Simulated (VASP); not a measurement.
# Te2Mo in VASP: a series of runs, part 2 of 2

VASP 6.6.1.

## 3. Single point, PBE+D3(BJ)

Input file INCAR:

```
PREC = Accurate
ENCUT = 520
EDIFF = 1E-6
ISMEAR = 0
SIGMA = 0.05
LREAL = False
LASPH = True
NELM = 80
ALGO = Normal
ISIF = 2
LWAVE = False
LCHARG = True
LDIPOL = True
IDIPOL = 3
DIPOL = 0.5 0.5 0.408
GGA = PE
IVDW = 12
LELF = True
LVHAR = True
LVACPOTAV = True
NBANDS = 35
```

Input file KPOINTS:

```
regular mesh
0
Gamma
  9 9 1
```

Input file POSCAR:

```
Te2Mo
1.0
    3.5038816881      0.0000000000      0.0000000000
   -1.7519408440      3.0344505538      0.0000000000
    0.0000000000      0.0000000000     24.7677198395
Te Mo
4 2
Direct
    0.3333333333      0.6666666667      0.1816881017
    0.3333333333      0.6666666667      0.3284056818
    0.6666666667      0.6666666667      0.4870799572
    0.6666666667      0.6666666667      0.6337975373
    0.6666666667      0.3333333333      0.2550468917
    1.0000000000      0.3333333333      0.5604387473
```

Potentials or basis: VASP PAW PBE potentials, release 64 (Te, Mo_sv).

Run with:

```console
cat potpaw_PBE.64/Te/POTCAR potpaw_PBE.64/Mo_sv/POTCAR > POTCAR
mpirun -np 1 vasp_std > vasp.out
```

OUTCAR:

```text
PREC = Accurate
   ENCUT = 520
   EDIFF = 1E-6
   ISMEAR = 0
   LREAL = False
   LASPH = True
   NELM = 80
   ISIF = 2
   GGA = PE
   IVDW = 12
 IVDW          = 12

 ion  position               nearest neighbor table
   1  0.333  0.667  0.182-   5 2.72   5 2.72   5 2.72   2 3.63
   2  0.333  0.667  0.328-   5 2.72   5 2.72   5 2.72   1 3.63
   3  0.667  0.667  0.487-   6 2.72   6 2.72   6 2.72   4 3.63
   4  0.667  0.667  0.634-   6 2.72   6 2.72   6 2.72   3 3.63
   5  0.667  0.333  0.255-   1 2.72   1 2.72   1 2.72   2 2.72   2 2.72   2 2.72
   6  0.000  0.333  0.560-   4 2.72   4 2.72   4 2.72   3 2.72   3 2.72   3 2.72

  LATTYP: Found a hexagonal cell.
 ALAT       =     3.5038816881
 C/A-ratio  =     7.0686518679

  Lattice vectors:

 A1 = (   3.5038816881,   0.0000000000,   0.0000000000)
 A2 = (  -1.7519408440,   3.0344505538,   0.0000000000)
 A3 = (   0.0000000000,   0.0000000000,  24.7677198395)

Analysis of symmetry for initial positions (statically):
=====================================================================
 Subroutine PRICEL returns:
 Original cell was already a primitive cell.

 Routine SETGRP: Setting up the symmetry group for a
 hexagonal supercell.

[... 188 lines left out ...]
  band No.  band energies     occupation
      1     -58.1843      2.00000
      2     -58.1843      2.00000
      3     -32.3614      2.00000
      4     -32.3614      2.00000
      5     -32.2173      2.00000
      6     -32.2173      2.00000
[... 901 lines left out ...]
     34       6.4231      0.00000
     35       7.1610      0.00000

 [... further k-points ...]

------------------------ aborting loop because EDIFF is reached ----------------------------------------

 Edisp (eV)   -2.70158

 E8    (eV) :    -1.2786

  FORCE on cell =-STRESS in cart. coord.  units (eV):
  Direction    XX          YY          ZZ          XY          YZ          ZX
  --------------------------------------------------------------------------------------
  -------------------------------------------------------------------------------------
  Total      -0.16092    -0.25080    -0.45757    -0.00000     0.00000     0.21102
  in kB      -0.97903    -1.52589    -2.78388    -0.00000     0.00000     1.28385
  external pressure =       -1.76 kB  Pullay stress =        0.00 kB

 VOLUME and BASIS-vectors are now :
 -----------------------------------------------------------------------------
  energy-cutoff  :      520.00
  volume of cell :      263.34
      direct lattice vectors                 reciprocal lattice vectors
     3.503881688  0.000000000  0.000000000     0.285397764  0.164774476  0.000000000
    -1.751940844  3.034450554  0.000000000     0.000000000  0.329548952  0.000000000
     0.000000000  0.000000000 24.767719839     0.000000000  0.000000000  0.040375134

 POSITION                                       TOTAL-FORCE (eV/Angst)
 -----------------------------------------------------------------------------------
     -0.00000      2.02297      4.50000         0.000838     -0.001049     -0.003016
     -0.00000      2.02297      8.13386        -0.035110      0.001401      0.086477
      1.16796      2.02297     12.06386         0.035110      0.001401     -0.086477
      1.16796      2.02297     15.69772        -0.000838     -0.001049      0.003016
      1.75194      1.01148      6.31693        -0.011361     -0.000352      0.012039
     -0.58398      1.01148     13.88079         0.011361     -0.000352     -0.012039
 -----------------------------------------------------------------------------------
    total drift:                                0.000009     -0.000419     -0.000058

  FREE ENERGIE OF THE ION-ELECTRON SYSTEM (eV)
  ---------------------------------------------------
  free  energy   TOTEN  =       -38.7037397471 eV

  energy  without entropy=      -38.7037397471  energy(sigma->0) =      -38.70373975

 vacuum level on the upper side and lower side of the slab         7.309         7.309
```

Wall time 3.5 min (1 thread of Intel Xeon 6975P-C (Granite Rapids), shared host); peak memory 0.48 GiB.

Results:

| Quantity | Value |
| --- | --- |
| Free energy | -38.7037 eV |
| Largest force | 0.093 eV/Å |
| Band gap on the k mesh | 1.15 eV, indirect (least direct gap 1.17 eV) |
| Dispersion energy per atom | -0.450 eV |

Forces in eV/Å, atoms in the order of the input:
```
Te   0.001 -0.001 -0.003
Te  -0.035  0.001  0.086
Te   0.035  0.001 -0.086
Te  -0.001 -0.001  0.003
Mo  -0.011  0.000  0.012
Mo   0.011  0.000 -0.012
```

Caveat: spin-orbit coupling is left out, which moves the levels of the heavy elements.

## 4. Single point, PBE+D3(BJ)

Input file INCAR:

```
SYSTEM = Te2Mo
PREC     = Accurate       ! precision mode
ENCUT    = 520            ! plane-wave cutoff, eV
EDIFF    = 1E-7           ! SCF threshold, eV
ISMEAR   = 0              ! smearing method
SIGMA    = 0.05           ! smearing width, eV
LREAL    = .False.        ! projectors in reciprocal space
LASPH    = .True.         ! aspherical terms in the spheres
NELM     = 100            ! most SCF steps
ALGO     = Normal         ! electronic algorithm
ISIF     = 2              ! what is computed and relaxed
LWAVE    = .False.        ! write WAVECAR
LCHARG   = .False.        ! write CHGCAR
LDIPOL   = .True.       
IDIPOL   = 3            
DIPOL    = 0.5 0.5 0.428
GGA      = PE             ! functional
IVDW     = 12             ! dispersion correction
NBANDS   = 35             ! bands
```

Input file KPOINTS:

```
regular mesh
0
Gamma
  9 9 1
  0 0 0
```

Input file POSCAR:

```
Te2Mo
1.0
    3.5038816881      0.0000000000      0.0000000000
   -1.7519408440      3.0344505538      0.0000000000
    0.0000000000      0.0000000000     24.7677198395
Te Mo
4 2
Direct
    0.3333333333      0.6666666667      0.1816881017
    0.3333333333      0.6666666667      0.3284056818
    0.6666666667      0.6666666667      0.5274550909
    0.6666666667      0.6666666667      0.6741726710
    0.6666666667      0.3333333333      0.2550468917
    1.0000000000      0.3333333333      0.6008138810
```

Run with:

```console
cat potpaw_PBE.64/Te/POTCAR potpaw_PBE.64/Mo_sv/POTCAR > POTCAR
mpirun -np 1 vasp_std > vasp.out
```

It took 3.9 min on 1 thread of Intel Xeon 6975P-C (Granite Rapids), shared host; peak memory 0.47 GiB.

Results (log left out):

| Quantity | Value |
| --- | --- |
| Free energy | -38.5892 eV |
| Largest force | 0.093 eV/Å |
| Band gap on the k mesh | 1.18 eV, direct |
| Dispersion energy per atom | -0.428 eV |

Forces on the atoms (eV/Å):
```
Te   0.000  0.000 -0.009
Te  -0.001  0.000  0.093
Te   0.001  0.000 -0.093
Te   0.000  0.000  0.009
Mo  -0.001  0.000  0.015
Mo   0.001  0.000 -0.015
```

Levels at points of the mesh, in eV from the valence-band top:
```
           k point  band 23  band 24  band 25  band 26  band 27  band 28  band 29  band 30
(0.00, 0.00, 0.00)    -0.83    -0.83    -0.65    -0.49     3.20     3.20     3.20     3.20
```

Caveat: spin-orbit coupling is left out, which moves the levels of the heavy elements.
